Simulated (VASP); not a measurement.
Write the native input for VASP 6.6.1 that does the following.

```
Task                   : single point
Functional             : BLYP
Potentials or basis    : VASP PAW PBE potentials, release 64 (Si, O)
Cutoff                 : 520 eV
k mesh                 : 4 × 4 × 6
Occupations            : gaussian, width 0.01 eV
Spin                   : no spin polarisation
Dipole correction      : no
Further INCAR settings : ALGO = Normal; EDIFF = 1e-06; NBANDS = 25
```

The structure of SiO2 (Stishovite) lies in POSCAR:

```
SiO2
1.0
    4.1773000000      0.0000000000      0.0000000000
    0.0000000000      4.1773000000      0.0000000000
    0.0000000000      0.0000000000      2.6652000000
Si O
2 4
Direct
    0.0000000000      0.0000000000      0.0000000000
    0.5000000000      0.5000000000      0.5000000000
    0.3059000000      0.3059000000      0.0000000000
    0.1941000000      0.8059000000      0.5000000000
    0.6941000000      0.6941000000      0.0000000000
    0.8059000000      0.1941000000      0.5000000000
```

One way to write it, as run:

INCAR

```
SYSTEM = SiO2
AGGAC = 1.0
AGGAX = 1.0
ALDAC = 0.0
ALDAX = 1.0
ALGO = Normal
EDIFF = 1E-6
ENCUT = 520
GGA = B5
ISIF = 2
ISMEAR = 0
LASPH = .True.
LCHARG = .False.
LREAL = .False.
LWAVE = .False.
NBANDS = 25
NELM = 80
PREC = Accurate
SIGMA = 0.01
```

KPOINTS

```
k-points
0
Gamma
  4 4 6
  0 0 0
```

Potentials or basis: VASP PAW PBE potentials, release 64 (Si, O).

Launch:

```console
$ cat potpaw_PBE.64/Si/POTCAR potpaw_PBE.64/O/POTCAR > POTCAR
$ mpirun -np 1 vasp_std > vasp.out
```

Results of the run:

```json
{"Pressure": "18.2 GPa", "Largest force": "0.109 eV/Å", "Band gap on the k mesh": "5.79 eV, direct"}
```

Caveat: the PAW data sets were made with another functional, which shifts forces and pressure a little.

Run time: 25 s on 1 thread of Intel(R) Xeon(R) Platinum 8259CL CPU @ 2.50GHz (Skylake/Cascade Lake), with other jobs on the host, peak memory 0.15 GiB.
